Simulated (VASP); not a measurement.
# GaN (F-43m) in VASP: further runs, part 3 of 3

VASP 6.6.1.

**6. Single point, LDA**

This run uses another cell than the first one, of 10.85 Å³/atom, 1.026 times its volume.

INCAR reads:

```
PREC = Accurate ; ENCUT = 520
EDIFF = 1E-6 ; ISMEAR = 0
SIGMA = 0.01 ; LREAL = F
LASPH = T ; NELM = 100
ALGO = Normal ; ISIF = 2
LWAVE = F ; LCHARG = T
GGA = CA ; LELF = T
LVHAR = T ; NBANDS = 16
```

KPOINTS reads:

```
regular mesh
0
Gamma
  10 10 10
```

POSCAR reads:

```
GaN
1.0
    0.0000000000      2.2136478995      2.2136478995
    2.2136478995      0.0000000000      2.2136478995
    2.2136478995      2.2136478995      0.0000000000
Ga N
1 1
Direct
    0.0000000000      0.0000000000      0.0000000000
    0.2500000000      0.2500000000      0.2500000000
```

Potentials or basis: VASP PAW LDA potentials, release 64 (Ga_d, N).

Started as:

```
cat potpaw_LDA.64/Ga_d/POTCAR potpaw_LDA.64/N/POTCAR > POTCAR
mpirun -np 1 vasp_std > vasp.out
```

OUTCAR:

```text
PREC = Accurate
   ENCUT = 520
   EDIFF = 1E-6
   ISMEAR = 0
   LREAL = F
   LASPH = T
   NELM = 100
   ISIF = 2
   GGA = CA

 ion  position               nearest neighbor table
   1  0.000  0.000  0.000-   2 1.92   2 1.92   2 1.92   2 1.92
   2  0.250  0.250  0.250-   1 1.92   1 1.92   1 1.92   1 1.92

  LATTYP: Found a face centered cubic cell.
 ALAT       =     4.4272957990

  Lattice vectors:

 A1 = (   0.0000000000,   2.2136478995,   2.2136478995)
 A2 = (   2.2136478995,   0.0000000000,   2.2136478995)
 A3 = (   2.2136478995,   2.2136478995,   0.0000000000)

Analysis of symmetry for initial positions (statically):
=====================================================================
 Subroutine PRICEL returns:
 Original cell was already a primitive cell.

 Routine SETGRP: Setting up the symmetry group for a
 face centered cubic supercell.

 Subroutine GETGRP returns: Found 24 space group operations
 (whereof 24 operations were pure point group operations)
 out of a pool of 48 trial point group operations.

The static configuration has the point symmetry T_d .

Analysis of symmetry for dynamics (positions and initial velocities):
=====================================================================
 Subroutine PRICEL returns:
 Original cell was already a primitive cell.

 Routine SETGRP: Setting up the symmetry group for a
 face centered cubic supercell.

 Subroutine GETGRP returns: Found 24 space group operations
 (whereof 24 operations were pure point group operations)
 out of a pool of 48 trial point group operations.

The dynamic configuration has the point symmetry T_d .

 Subroutine INISYM returns: Found 24 space group operations
 (whereof 24 operations are pure point group operations),
 and found     1 'primitive' translations

----------------------------------------------------------------------------------------

                                     Primitive cell

  volume of cell :      21.6948

  direct lattice vectors                    reciprocal lattice vectors
     0.000000000  2.213647900  2.213647900    -0.225871513  0.225871513  0.225871513
     2.213647900  0.000000000  2.213647900     0.225871513 -0.225871513  0.225871513
     2.213647900  2.213647900  0.000000000     0.225871513  0.225871513 -0.225871513

  length of vectors
     3.130570882  3.130570882  3.130570882     0.391220936  0.391220936  0.391220936

  position of ions in fractional coordinates (direct lattice)
     0.000000000  0.000000000  0.000000000
     0.250000000  0.250000000  0.250000000

  ion indices of the primitive-cell ions
   primitive index   ion index
                 1           1
                 2           2

----------------------------------------------------------------------------------------

 KPOINTS: regular mesh

Automatic generation of k-mesh.
 Grid dimensions read from file:
 generate k-points for:   10   10   10

 Generating k-lattice:

  Cartesian coordinates                     Fractional coordinates (reciprocal lattice)
    -0.022587151  0.022587151  0.022587151     0.100000000  0.000000000  0.000000000
     0.022587151 -0.022587151  0.022587151     0.000000000  0.100000000  0.000000000
     0.022587151  0.022587151 -0.022587151     0.000000000  0.000000000  0.100000000

  Length of vectors
     0.039122094  0.039122094  0.039122094

  Shift w.r.t. Gamma in fractional coordinates (k-lattice)
     0.000000000  0.000000000  0.000000000

 Subroutine IBZKPT returns following result:
 ===========================================

 Found     47 irreducible k-points:

 Following reciprocal coordinates:
            Coordinates               Weight
  0.000000  0.000000  0.000000      1.000000
  0.100000  0.000000  0.000000      8.000000
  0.200000  0.000000  0.000000      8.000000
  0.300000  0.000000  0.000000      8.000000
  0.400000  0.000000  0.000000      8.000000
  0.500000  0.000000  0.000000      4.000000
[... 16 lines left out ...]
  0.300000  0.300000  0.000000      6.000000
  0.400000  0.300000  0.000000     24.000000
 [... further k-points ...]
   k-points           NKPTS =     47   k-points in BZ     NKDIM =     47   number of bands    NBANDS=     16
   number of dos      NEDOS =    301   number of ions     NIONS =      2
   total plane-waves  NPLWV =  13824
   dimension x,y,z NGX =    24 NGY =   24 NGZ =   24
   dimension x,y,z NGXF=    48 NGYF=   48 NGZF=   48
   ions per type =               1   1
   NGX,Y,Z   is equivalent  to a cutoff of  12.74, 12.74, 12.74 a.u.
   NGXF,Y,Z  is equivalent  to a cutoff of  25.49, 25.49, 25.49 a.u.
 SYSTEM =  unknown system
   PREC   = accura    normal or accurate (medium, high low for compatibility)
   ISTART =      0    job   : 0-new  1-cont  2-samecut
   ICHARG =      2    charge: 1-file 2-atom 10-const
   ISPIN  =      1    spin polarized calculation?
   LNONCOLLINEAR =      F non collinear calculations
   LSORBIT =      F    spin-orbit coupling
   LASPH  =      T    aspherical Exc in radial PAW
   ENCUT  =  520.0 eV  38.22 Ry    6.18 a.u.   5.82  5.82  5.82*2*pi/ulx,y,z
   NELM   =    100;   NELMIN=  2; NELMDL= -5     # of ELM steps
   EDIFF  = 0.1E-05   stopping-criterion for ELM
   LREAL  =      F    real-space projection
   EDIFFG = 0.1E-04   stopping-criterion for IOM
   NSW    =      0    number of steps for IOM
   IBRION =     -1    ionic relax: 0-MD 1-quasi-New 2-CG
   NFREE  =      0    steps in history (QN), initial steepest desc. (CG)
   ISIF   =      2    stress and relaxation
   ISYM   =      2    0-nonsym 1-usesym 2-fastsym
   POTIM  = 0.5000    time-step for ionic-motion
   TEBEG  =    0.0;   TEEND  =   0.0 temperature during run
   PSTRESS=    0.0 pullay stress
   NELECT =      18.0000    total number of electrons
   NUPDOWN=      -1.0000    fix difference up-down
   EMIN   =  10.00;   EMAX   =-10.00  energy-range for DOS
   EFERMI =   0.00;   METHOD = LEGACY
   ISMEAR =     0;   SIGMA  =   0.01  broadening in eV -4-tet -1-fermi 0-gaus
   EFERMI_NEDOS =   21; number of points for ismear=-14 and -15
   IALGO  =     38    algorithm
   IMIX   =      4    mixing-type and parameters
     AMIX     =   0.40;   BMIX     =  1.00
     AMIX_MAG =   1.60;   BMIX_MAG =  1.00
  volume/ion in A,a.u.               =      10.85        73.20
  Fermi-wavevector in a.u.,A,eV,Ry     =   1.538322  2.907006 32.197278  2.366433
  Thomas-Fermi vector in A             =   2.644706
   LORBIT       =      0    0 simple, 1 ext, 2 COOP (PROOUT), +10 PAW based schemes
   GGA     = CA    functional components
   LHFCALC =     F    Hartree Fock is set to
   AEXX    =    0.0000 exact exchange contribution
   IVDW    =     0    specifies the selected vdW correction
   LEPSILON=     F    determine dielectric tensor
   LRPA    =     F    only Hartree local field effects (RPA)
 non-spin polarized calculation
 Gauss-broadening in eV      SIGMA  =   0.01
  energy-cutoff  :      520.00
  volume of cell :       21.69
 maximum number of plane-waves:       598
   NGX = 11   NGY = 11   NGZ = 11

 number of electron      18.0000011 magnetization

 Free energy of the ion-electron system (eV)
  ---------------------------------------------------
  ext. energy  EPLUGINS =         0.00000000
  ---------------------------------------------------
  free energy    TOTEN  =       -13.93543967 eV

  energy without entropy =      -13.93543967  energy(sigma->0) =      -13.93543967

 E-fermi :   5.8092     XC(G=0): -12.4067

 val. band max:        5.6394494810   @ k =   0.0000   0.0000   0.0000
 cond. band min:       7.7348947749   @ k =   0.0000   0.0000   0.0000
 fundamental gap:      2.0954452940
 Fermi energy:         5.8092165157

 k-point     1 :       0.0000    0.0000    0.0000
  band No.  band energies     occupation
      1     -10.6414      2.00000
      2      -7.9764      2.00000
      3      -7.9764      2.00000
      4      -7.9764      2.00000
      5      -7.6007      2.00000
      6      -7.6007      2.00000
[... 8 lines left out ...]
     15      24.7262      0.00000
     16      24.7262      0.00000

 k-point     2 :       0.1000    0.0000    0.0000
  band No.  band energies     occupation
      1     -10.5173      2.00000
      2      -7.9605      2.00000
      3      -7.9605      2.00000
      4      -7.9400      2.00000
      5      -7.6024      2.00000
      6      -7.6024      2.00000
[... 8 lines left out ...]
     15      23.4312      0.00000
     16      23.4312      0.00000
[... 387 lines left out ...]
      5      -7.5421      2.00000
      6      -7.1444      2.00000
[... 8 lines left out ...]
     15      28.1390      0.00000
     16      28.8634      0.00000

 k-point    24 :       0.4000    0.3000    0.0000
  band No.  band energies     occupation
      1      -9.5241      2.00000
      2      -7.8390      2.00000
      3      -7.7154      2.00000
      4      -7.7137      2.00000
      5      -7.5302      2.00000
      6      -6.6362      2.00000
[... 8 lines left out ...]
     15      28.5506      0.00000
     16      28.6899      0.00000

 [... further k-points ...]
[... 5 lines left out ...]
  --------------------------------------------------------------------------------------
  -------------------------------------------------------------------------------------
  Total        0.7048921      0.7048921      0.7048921      0.0000000     -0.0000000     -0.0000000
  in kB       52.0568127     52.0568127     52.0568127      0.0000000     -0.0000000     -0.0000000
  external PRESSURE =      52.0568127 kB  Pullay stress =       0.0000000 kB

 VOLUME and BASIS-vectors are now :
 -----------------------------------------------------------------------------
  energy-cutoff  :      520.00
  volume of cell :       21.69
      direct lattice vectors                 reciprocal lattice vectors
     0.000000000  2.213647900  2.213647900    -0.225871513  0.225871513  0.225871513
     2.213647900  0.000000000  2.213647900     0.225871513 -0.225871513  0.225871513
     2.213647900  2.213647900  0.000000000     0.225871513  0.225871513 -0.225871513

 POSITION                                       TOTAL-FORCE (eV/Angst)
 -----------------------------------------------------------------------------------
      0.00000      0.00000      0.00000        -0.000000     -0.000000     -0.000000
      1.10682      1.10682      1.10682         0.000000      0.000000      0.000000
 -----------------------------------------------------------------------------------
    total drift:                                0.000002      0.000002      0.000002

  FREE ENERGIE OF THE ION-ELECTRON SYSTEM (eV)
  ---------------------------------------------------
  free  energy   TOTEN  =       -13.9354396745 eV

  energy  without entropy=      -13.9354396745  energy(sigma->0) =      -13.93543967
```

OSZICAR:

```text
N       E                     dE             d eps       ncg     rms          rms(c)
DAV:   1     0.738222823539E+02    0.73822E+02   -0.93284E+03  1688   0.204E+03
DAV:   2    -0.111548278030E+02   -0.84977E+02   -0.78800E+02  1704   0.312E+02
DAV:   3    -0.160068573297E+02   -0.48520E+01   -0.48361E+01  1704   0.644E+01
DAV:   4    -0.160536249835E+02   -0.46768E-01   -0.46763E-01  1904   0.666E+00
DAV:   5    -0.160542276377E+02   -0.60265E-03   -0.60265E-03  1776   0.719E-01    0.770E+00
DAV:   6    -0.139915829893E+02    0.20626E+01   -0.49332E+00  2264   0.419E+01    0.268E+00
DAV:   7    -0.139637759945E+02    0.27807E-01   -0.26010E-01  1664   0.589E+00    0.170E+00
DAV:   8    -0.139384289060E+02    0.25347E-01   -0.63031E-02  1824   0.275E+00    0.665E-01
DAV:   9    -0.139354924784E+02    0.29364E-02   -0.11388E-02  2080   0.236E+00    0.180E-01
DAV:  10    -0.139355103013E+02   -0.17823E-04   -0.15343E-03  1848   0.559E-01    0.711E-02
DAV:  11    -0.139354377616E+02    0.72540E-04   -0.21424E-04  2296   0.245E-01    0.492E-03
DAV:  12    -0.139354397156E+02   -0.19540E-05   -0.18433E-05  1688   0.385E-02    0.692E-03
DAV:  13    -0.139354396745E+02    0.41096E-07   -0.25238E-07  1088   0.125E-02
   1 F= -.13935440E+02 E0= -.13935440E+02  d E =-.114995-129
```

Wall time 7.8 s (1 thread of Intel Xeon Platinum 8488C (Sapphire Rapids), shared host); peak memory 0.13 GiB.

Results:

* Free energy: -13.9354 eV
* Pressure: 5.2 GPa
* Band gap on the k mesh: 2.10 eV, direct

**7. The runs side by side**

| cell | gap on the mesh (eV) | pressure (GPa) |
| --- | --- | --- |
| a = 3.104 Å, angles 60.0°, 2 atoms | 2.26 | 11.3 |
| a = 3.084 Å, angles 60.0°, 2 atoms | 2.39 | 16.4 |
| a = 3.145 Å, angles 60.0°, 2 atoms | 2.00 | 2.1 |
| a = 3.140 Å, angles 60.0°, 2 atoms | 2.03 | 3.1 |
| a = 3.131 Å, angles 60.0°, 2 atoms | 2.10 | 5.2 |

Alike in all rows: task single point; level LDA; potentials or basis VASP PAW LDA potentials, release 64 (Ga_d, N); no spin polarisation; k mesh 10 × 10 × 10; cutoff (eV) 520; smearing gaussian 0.01 eV.

Total energies depend on the potentials used, so only differences within one code and one set of settings carry meaning.
